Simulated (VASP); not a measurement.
Here is a VASP 6.6.1 calculation.

The input INCAR:

```
SYSTEM = Ag2BiO2
PREC     = Accurate       ! precision mode
ENCUT    = 520            ! plane-wave cutoff, eV
EDIFF    = 1E-6           ! SCF threshold, eV
ISMEAR   = 0              ! smearing method
SIGMA    = 0.1458         ! smearing width, eV
LREAL    = .False.        ! projectors in reciprocal space
LASPH    = .True.         ! aspherical terms in the spheres
NELM     = 80             ! most SCF steps
ALGO     = Normal         ! electronic algorithm
ISIF     = 2              ! what is computed and relaxed
LWAVE    = .False.        ! write WAVECAR
LCHARG   = .True.         ! write CHGCAR
GGA      = PE             ! functional
LELF     = .True.         ! ELF
LVHAR    = .True.       
NBANDS   = 32             ! bands
```

File KPOINTS:

```
regular mesh
0
Gamma
  6 6 6
  0 0 0
```

POSCAR

```
Ag2BiO2
1.0
    0.0000000000      3.4362354042      0.0000000000
    3.2132132939      0.0000000000      0.0000000000
    1.6066066469      1.7181177021     -8.0273425029
Bi O Ag
1 2 2
Direct
    0.0000000000      0.0000000000      0.0000000000
    0.4062485442      0.9062485442      0.1875029115
    0.5937514558      0.0937514558      0.8124970885
    0.3029137288      0.3029137288      0.3941725423
    0.6970862712      0.6970862712      0.6058274577
```

Potentials or basis: VASP PAW PBE potentials, release 64 (Bi_d, O, Ag).

Run with:

```console
$ cat potpaw_PBE.64/Bi_d/POTCAR potpaw_PBE.64/O/POTCAR potpaw_PBE.64/Ag/POTCAR > POTCAR
$ mpirun -np 1 vasp_std > vasp.out
```

Estimate the pressure.

0.0 GPa.

What does it give for the band gap on the k mesh?

Zero (an odd number of electrons rules out a gap without spin polarisation).

Predict the largest force.

0.032 eV/Å.

Forces in eV/Å, atoms in the order of the input:
```
Bi   0.000  0.000  0.000
O    0.000  0.000 -0.032
O    0.000  0.000  0.032
Ag   0.000  0.000  0.002
Ag   0.000  0.000 -0.002
```

Caveat: spin-orbit coupling is left out, which moves the levels of the heavy elements; an odd number of electrons without spin polarisation forces a metal; a magnetic or distorted state may lie lower.
